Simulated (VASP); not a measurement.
# WSe2 (P6_3/mmc) in VASP: a series of runs

The runs below take WSe2 through single point, with PBEsol.

Program: VASP 6.6.1. These are calculated values, not measurements. Logs are shortened: lines on timing, memory, paths and dates and some standing lists are left out, and cuts for length are marked.

## 1. The cell of the first run

It takes space group P6_3/mmc (No. 194, hexagonal). Conventional cell: a = 3.238 Å, b = 3.238 Å, c = 13.303 Å, α = 90.00°, β = 90.00°, γ = 120.00°. W (site symmetry -6m2) has 6 Se at 2.52 Å and 6 W at 3.24 Å within 3.3 Å. Se (site symmetry 3m) has 3 W at 2.52 Å and 7 Se at 3.24 to 3.37 Å within 3.4 Å.

## 2. Single point, PBEsol (biaxial strain in the a-b plane: -1.0 %)

File INCAR:

```
PREC = Accurate
ENCUT = 520
EDIFF = 1E-6
ISMEAR = 0
SIGMA = 0.02
LREAL = F
LASPH = T
NELM = 60
ALGO = Normal
ISIF = 2
LWAVE = F
LCHARG = T
GGA = PS
LELF = T
LVHAR = T
NBANDS = 35
```

File KPOINTS:

```
Automatic mesh
0
Gamma
  12 12 2
```

File POSCAR:

```
WSe2
1.0
    3.2383849002      0.0000000000      0.0000000000
   -1.6191924501      2.8045235908      0.0000000000
    0.0000000000      0.0000000000     13.3030139015
W Se
2 4
Direct
    0.6666666667      0.3333333333      0.7500000000
    0.3333333333      0.6666666667      0.2500000000
    0.3333333333      0.6666666667      0.8766071857
    0.6666666667      0.3333333333      0.3766071857
    0.3333333333      0.6666666667      0.6233928143
    0.6666666667      0.3333333333      0.1233928143
```

Potentials or basis: VASP PAW PBE potentials, release 64 (W_sv, Se).

Command:

```
$ cat potpaw_PBE.64/W_sv/POTCAR potpaw_PBE.64/Se/POTCAR > POTCAR
$ mpirun -np 1 vasp_std > vasp.out
```

OUTCAR:

```text
PREC = Accurate
   ENCUT = 520
   EDIFF = 1E-6
   ISMEAR = 0
   LREAL = F
   LASPH = T
   NELM = 60
   ISIF = 2
   GGA = PS

 ion  position               nearest neighbor table
   1  0.667  0.333  0.750-   3 2.52   5 2.52   3 2.52   5 2.52   3 2.52   5 2.52
   2  0.333  0.667  0.250-   4 2.52   6 2.52   4 2.52   6 2.52   4 2.52   6 2.52
   3  0.333  0.667  0.877-   1 2.52   1 2.52   1 2.52
   4  0.667  0.333  0.377-   2 2.52   2 2.52   2 2.52
   5  0.333  0.667  0.623-   1 2.52   1 2.52   1 2.52
   6  0.667  0.333  0.123-   2 2.52   2 2.52   2 2.52

  LATTYP: Found a hexagonal cell.
 ALAT       =     3.2383849002
 C/A-ratio  =     4.1079162334

  Lattice vectors:

 A1 = (   3.2383849002,   0.0000000000,   0.0000000000)
 A2 = (  -1.6191924501,   2.8045235908,   0.0000000000)
 A3 = (   0.0000000000,   0.0000000000,  13.3030139015)

Analysis of symmetry for initial positions (statically):
=====================================================================
 Subroutine PRICEL returns:
 Original cell was already a primitive cell.

 Routine SETGRP: Setting up the symmetry group for a
 hexagonal supercell.

 Subroutine GETGRP returns: Found 24 space group operations
 (whereof 12 operations were pure point group operations)
 out of a pool of 24 trial point group operations.

The static configuration has the point symmetry D_3d.
 The point group associated with its full space group is D_6h.

Analysis of symmetry for dynamics (positions and initial velocities):
=====================================================================
 Subroutine PRICEL returns:
 Original cell was already a primitive cell.

 Routine SETGRP: Setting up the symmetry group for a
 hexagonal supercell.

 Subroutine GETGRP returns: Found 24 space group operations
 (whereof 12 operations were pure point group operations)
 out of a pool of 24 trial point group operations.

The dynamic configuration has the point symmetry D_3d.
 The point group associated with its full space group is D_6h.

 Subroutine INISYM returns: Found 24 space group operations
 (whereof 12 operations are pure point group operations),
 and found     1 'primitive' translations

----------------------------------------------------------------------------------------

                                     Primitive cell

  volume of cell :     120.8197

  direct lattice vectors                    reciprocal lattice vectors
     3.238384900  0.000000000  0.000000000     0.308795906  0.178283400  0.000000000
[... 99 lines left out ...]
   NFREE  =      0    steps in history (QN), initial steepest desc. (CG)
   ISIF   =      2    stress and relaxation
   ISYM   =      2    0-nonsym 1-usesym 2-fastsym
   POTIM  = 0.5000    time-step for ionic-motion
   TEBEG  =    0.0;   TEEND  =   0.0 temperature during run
   PSTRESS=    0.0 pullay stress
   NELECT =      52.0000    total number of electrons
   NUPDOWN=      -1.0000    fix difference up-down
   EMIN   =  10.00;   EMAX   =-10.00  energy-range for DOS
   EFERMI =   0.00;   METHOD = LEGACY
   ISMEAR =     0;   SIGMA  =   0.02  broadening in eV -4-tet -1-fermi 0-gaus
   EFERMI_NEDOS =   21; number of points for ismear=-14 and -15
   IALGO  =     38    algorithm
   IMIX   =      4    mixing-type and parameters
     AMIX     =   0.40;   BMIX     =  1.00
     AMIX_MAG =   1.60;   BMIX_MAG =  1.00
  volume/ion in A,a.u.               =      20.14       135.89
  Fermi-wavevector in a.u.,A,eV,Ry     =   1.236033  2.335764 20.786677  1.527778
  Thomas-Fermi vector in A             =   2.370658
   LORBIT       =      0    0 simple, 1 ext, 2 COOP (PROOUT), +10 PAW based schemes
   GGA     = PS    functional components
   LHFCALC =     F    Hartree Fock is set to
   AEXX    =    0.0000 exact exchange contribution
   IVDW    =     0    specifies the selected vdW correction
   LEPSILON=     F    determine dielectric tensor
   LRPA    =     F    only Hartree local field effects (RPA)
 non-spin polarized calculation
 Gauss-broadening in eV      SIGMA  =   0.02
  energy-cutoff  :      520.00
  volume of cell :      120.82
 maximum number of plane-waves:      3306
   NGX = 13   NGY = 13   NGZ = 49

 number of electron      52.0000003 magnetization

 Free energy of the ion-electron system (eV)
  ---------------------------------------------------
  ext. energy  EPLUGINS =         0.00000000
  ---------------------------------------------------
  free energy    TOTEN  =       -46.52869729 eV

  energy without entropy =      -46.52869729  energy(sigma->0) =      -46.52869729

 E-fermi :   6.0838     XC(G=0): -10.8986

 val. band max:        6.0050433293   @ k =   0.0000   0.0000   0.0000
 cond. band min:       7.0892384208   @ k =   0.1667   0.1667   0.0000
 fundamental gap:      1.0841950915
 Fermi energy:         6.0838259705

 k-point     1 :       0.0000    0.0000    0.0000
  band No.  band energies     occupation
      1     -68.0300      2.00000
      2     -68.0299      2.00000
      3     -32.3207      2.00000
      4     -32.3206      2.00000
      5     -32.1362      2.00000
      6     -32.1362      2.00000
[... 901 lines left out ...]
     34      10.2735      0.00000
     35      11.8566      0.00000

 [... further k-points ...]

------------------------ aborting loop because EDIFF is reached ----------------------------------------

  FORCE on cell =-STRESS in cart. coord.  units (eV):
  Direction    XX          YY          ZZ          XY          YZ          ZX
  --------------------------------------------------------------------------------------
  -------------------------------------------------------------------------------------
  Total        2.2033456      2.2033456      0.6993674      0.0000000      0.0000000      0.0000000
  in kB       29.2183434     29.2183434      9.2742404      0.0000000      0.0000000      0.0000000
  external PRESSURE =      22.5703091 kB  Pullay stress =       0.0000000 kB

 VOLUME and BASIS-vectors are now :
 -----------------------------------------------------------------------------
  energy-cutoff  :      520.00
  volume of cell :      120.82
      direct lattice vectors                 reciprocal lattice vectors
     3.238384900  0.000000000  0.000000000     0.308795906  0.178283400  0.000000000
    -1.619192450  2.804523591  0.000000000     0.000000000  0.356566799  0.000000000
     0.000000000  0.000000000 13.303013901     0.000000000  0.000000000  0.075170936

 POSITION                                       TOTAL-FORCE (eV/Angst)
 -----------------------------------------------------------------------------------
      1.61919      0.93484      9.97726         0.000000      0.000000     -0.000000
     -0.00000      1.86968      3.32575         0.000000     -0.000000     -0.000000
     -0.00000      1.86968     11.66152        -0.000000     -0.000000      0.111658
      1.61919      0.93484      5.01001        -0.000000      0.000000      0.111658
     -0.00000      1.86968      8.29300        -0.000000     -0.000000     -0.111658
      1.61919      0.93484      1.64150        -0.000000      0.000000     -0.111658
 -----------------------------------------------------------------------------------
    total drift:                                0.000000     -0.000000      0.000000

  FREE ENERGIE OF THE ION-ELECTRON SYSTEM (eV)
  ---------------------------------------------------
  free  energy   TOTEN  =       -46.5286972892 eV

  energy  without entropy=      -46.5286972892  energy(sigma->0) =      -46.52869729
```

stdout:

```text
POSCAR found type information on POSCAR W Se
 POSCAR found :  2 types and       6 ions
 scaLAPACK will be used
 -----------------------------------------------------------------------------
|                                                                             |
|                                                                             |
|     You enforced a specific xc type in the INCAR file but a different       |
|     I HOPE YOU KNOW WHAT YOU ARE DOING!                                     |
|                                                                             |
 -----------------------------------------------------------------------------

 LDA part: xc-table for (Slater+PW92), standard interpolation
 POSCAR, INCAR and KPOINTS ok, starting setup
 FFT: planning ... GRIDC
 FFT: planning ... GRID_SOFT
 FFT: planning ... GRID
 WAVECAR not read
 entering main loop
```

Run time: 3.8 min. Hardware: 1 thread of Intel Xeon 8259CL, shared host; peak memory 0.31 GiB.

Results:

* Free energy: -46.5287 eV
* Pressure: 2.3 GPa
* Largest force: 0.112 eV/Å
* Band gap on the k mesh: 1.08 eV (least direct gap 1.73 eV)

Forces in eV/Å, atoms in the order of the input:
```
W    0.000  0.000  0.000
W    0.000  0.000  0.000
Se   0.000  0.000  0.112
Se   0.000  0.000  0.112
Se   0.000  0.000 -0.112
Se   0.000  0.000 -0.112
```

Caveat: the cell differs from its parent crystal (biaxial strain in the a-b plane: -1.0 %); the PAW data sets were made with another functional, which shifts forces and pressure a little; spin-orbit coupling is left out, which moves the levels of the heavy elements; this functional lacks dispersion, which binds the layers, so the pressure and a relaxed spacing across them are unreliable. A k mesh can miss the band edges.

(Part 1 of 2 ends here.)
